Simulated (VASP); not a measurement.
# Si54Ag (a cell with a defect): single point with PBE

System: Si54Ag (a cell with a defect).

```
CELL_PARAMETERS angstrom
-8.20514 0.00000 8.20514
-8.20514 -8.20514 0.00000
0.00000 -8.20514 8.20514
ATOMIC_POSITIONS crystal
Si 0.25173 0.92571 0.25175
Si 0.25157 0.58443 0.25159
Si 0.24641 0.26072 0.24642
Si 0.25174 0.92572 0.57075
Si 0.25074 0.58390 0.58266
Si 0.25123 0.25054 0.58260
Si 0.26838 0.91695 0.90733
Si 0.25158 0.58444 0.91237
Si 0.25123 0.25054 0.91561
Si 0.57074 0.92573 0.25175
Si 0.58264 0.58390 0.25077
Si 0.58258 0.25054 0.25126
Si 0.58337 0.91628 0.58341
Si 0.58264 0.58391 0.58266
Si 0.58327 0.25013 0.58329
Si 0.58338 0.91628 0.91691
Si 0.58733 0.57575 0.91845
Si 0.58257 0.25054 0.91560
Si 0.90732 0.91695 0.26845
Si 0.91234 0.58442 0.25161
Si 0.91558 0.25054 0.25126
Si 0.91688 0.91627 0.58342
Si 0.91842 0.57574 0.58736
Si 0.91558 0.25054 0.58259
Si 0.90730 0.91698 0.90724
Si 0.91843 0.57574 0.91845
Si 0.92027 0.23911 0.92030
Si 0.16486 0.17425 0.16489
Si 0.17599 0.83305 0.17601
Si 0.16301 0.51089 0.16303
Si 0.16486 0.17426 0.49597
Si 0.16639 0.83372 0.49992
Si 0.16770 0.49946 0.50073
Si 0.17093 0.16557 0.83174
Si 0.17606 0.83305 0.81488
Si 0.16771 0.49946 0.83207
Si 0.49595 0.17426 0.16488
Si 0.49990 0.83372 0.16642
Si 0.50071 0.49946 0.16773
Si 0.50064 0.16610 0.50067
Si 0.49991 0.83373 0.49992
Si 0.50002 0.49987 0.50004
Si 0.50064 0.16610 0.83257
Si 0.51253 0.82429 0.83158
Si 0.50072 0.49946 0.83207
Si 0.83172 0.16556 0.17097
Si 0.81486 0.83302 0.17610
Si 0.83205 0.49946 0.16773
Si 0.83254 0.16609 0.50067
Si 0.83154 0.82428 0.51259
Si 0.83205 0.49946 0.50074
Si 0.83171 0.16558 0.83172
Si 0.83155 0.82427 0.83158
Si 0.83688 0.48928 0.83691
Ag 0.04153 0.87500 0.04167
```

| Quantity | Value |
| --- | --- |
| Program | VASP 6.6.1 |
| Task | single point |
| Functional | PBE |
| Potentials or basis | VASP PAW PBE potentials, release 64 (Si, Ag) |
| Cutoff | 520 eV |
| k mesh | 2 × 2 × 2 |
| Occupations | gaussian, width 0.02 eV |
| Spin | no spin polarisation |
| Dipole correction | no |
| Charge | 1 |
| Further INCAR settings | LREAL = Auto; ALGO = Normal; EDIFF = 1e-06; NBANDS = 146; NELECT = 226.0 |

The largest force is 0.010 eV/Å.

Forces in eV/Å, atoms in the order of the input:
```
Si   0.005  0.004 -0.003
Si   0.001  0.001 -0.001
Si  -0.002 -0.002 -0.002
Si   0.004 -0.003  0.004
Si   0.001 -0.002 -0.003
Si  -0.001 -0.004  0.001
Si   0.003  0.003  0.003
Si   0.001 -0.001  0.001
Si  -0.001  0.001 -0.004
Si  -0.003  0.004  0.004
Si  -0.002  0.001 -0.003
Si  -0.004 -0.001  0.001
Si   0.004  0.004  0.005
Si  -0.002 -0.003  0.001
Si  -0.002 -0.002 -0.002
Si   0.004  0.005  0.004
Si  -0.004 -0.002 -0.002
Si  -0.004  0.001 -0.001
Si   0.005  0.003  0.002
Si  -0.001  0.001  0.001
Si   0.001 -0.001 -0.003
Si   0.005  0.004  0.004
Si  -0.001 -0.004 -0.001
Si   0.001 -0.003 -0.001
Si   0.005  0.003  0.003
Si  -0.001 -0.001 -0.004
Si  -0.003 -0.003 -0.003
Si   0.002  0.002  0.004
Si  -0.003 -0.003 -0.003
Si   0.003  0.003  0.003
Si   0.001  0.004  0.001
Si  -0.005 -0.004 -0.004
Si  -0.001  0.004  0.001
Si   0.001 -0.001 -0.001
Si  -0.002 -0.003 -0.005
Si  -0.001  0.001  0.004
Si   0.004  0.001  0.001
Si  -0.004 -0.005 -0.004
Si   0.004 -0.001  0.001
Si   0.003  0.002 -0.001
Si  -0.004 -0.004 -0.005
Si   0.002  0.002  0.002
Si   0.003 -0.001  0.002
Si   0.003 -0.004 -0.005
Si   0.003  0.001 -0.001
Si  -0.001  0.001 -0.001
Si  -0.003 -0.003 -0.005
Si   0.001 -0.001  0.004
Si  -0.001  0.003  0.002
Si  -0.004  0.003 -0.004
Si   0.001  0.003 -0.001
Si  -0.001 -0.001  0.001
Si  -0.004 -0.004  0.003
Si   0.002  0.002  0.002
Ag  -0.007  0.000  0.007
```

Levels at points of the mesh, in eV from the Fermi level:
| k point | band 109 | band 110 | band 111 | band 112 | band 113 | band 114 | band 115 | band 116 | band 117 | band 118 |
| --- | --- | --- | --- | --- | --- | --- | --- | --- | --- | --- |
| (0.00, 0.00, 0.00) | -0.98 | -0.98 | -0.31 | -0.13 | -0.13 | 0.35 | 0.41 | 0.46 | 0.46 | 0.55 |
| (0.50, 0.00, 0.00) | -1.33 | -0.71 | -0.70 | -0.69 | -0.52 | 0.63 | 0.74 | 0.83 | 0.86 | 0.86 |
| (0.00, 0.50, 0.00) | -1.29 | -0.69 | -0.69 | -0.46 | -0.46 | 0.60 | 0.76 | 0.81 | 0.81 | 0.91 |
| (0.00, 0.00, 0.50) | -1.33 | -0.71 | -0.70 | -0.69 | -0.52 | 0.63 | 0.74 | 0.83 | 0.86 | 0.86 |
| (0.50, 0.50, 0.00) | -1.28 | -0.84 | -0.83 | -0.79 | -0.60 | 0.42 | 0.48 | 1.35 | 1.44 | 1.65 |
| (0.00, 0.50, 0.50) | -1.28 | -0.84 | -0.83 | -0.79 | -0.60 | 0.42 | 0.48 | 1.35 | 1.44 | 1.65 |

Run time: 11 min on 4 MPI ranks on Intel(R) Xeon(R) Platinum 8375C CPU @ 2.90GHz (Ice Lake) (shared host), peak memory 0.92 GiB a rank.

Caveat: the cell carries a net charge on a neutralising background, which shifts energy and pressure; the cell is charged against a uniform background, so pressure and absolute levels hang on convention.
